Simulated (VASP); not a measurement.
Here is a VASP 6.6.1 calculation.

Contents of INCAR:

```
ALGO = Normal
EDIFF = 1E-6
ENCUT = 500
GGA = PE
GGA_COMPAT = F
ISIF = 2
ISMEAR = 0
LASPH = T
LCHARG = T
LELF = T
LREAL = F
LVHAR = T
LWAVE = F
NBANDS = 23
NELM = 120
PREC = Accurate
SIGMA = 0.2
```

The input KPOINTS:

```
k-points
0
Gamma
  5 5 2
```

POSCAR

```
Al4B3P
1.0
    2.9850180961      0.0000000000      0.0000000000
   -1.4925090481      2.5851015020      0.0000000000
    0.0000000000      0.0000000000     12.7392642611
Al B P
4 3 1
Direct
    0.0000000000      0.0000000000      0.1551338217
    0.0000000000      0.0000000000      0.6202458711
    0.0000000000      0.0000000000      0.3797541289
    0.0000000000      0.0000000000      0.8448661783
    0.6666666667      0.3333333333      0.5000000000
    0.3333333333      0.6666666667      0.2599724986
    0.3333333333      0.6666666667      0.7400275014
    0.6666666667      0.3333333333      0.0000000000
```

Potentials or basis: VASP PAW PBE potentials, release 64 (Al, B, P).

Command:

```sh
$ cat potpaw_PBE.64/Al/POTCAR potpaw_PBE.64/B/POTCAR potpaw_PBE.64/P/POTCAR > POTCAR
$ mpirun -np 1 vasp_std > vasp.out
```

**Question.** Estimate the pressure.

**Answer.** -0.1 GPa.

**Question.** Estimate the band gap on the k mesh.

**Answer.** Zero (band 13 reaches 11.27 eV, above the bottom of band 14 at 6.09 eV).

**Question.** Estimate the largest force.

**Answer.** 0.020 eV/Å.

Stress tensor (GPa, compression positive):
```
-0.29  0.00  0.00
 0.00 -0.29  0.00
 0.00  0.00  0.28
```

Caveat: the k points lie up to 0.49 Å⁻¹ apart.
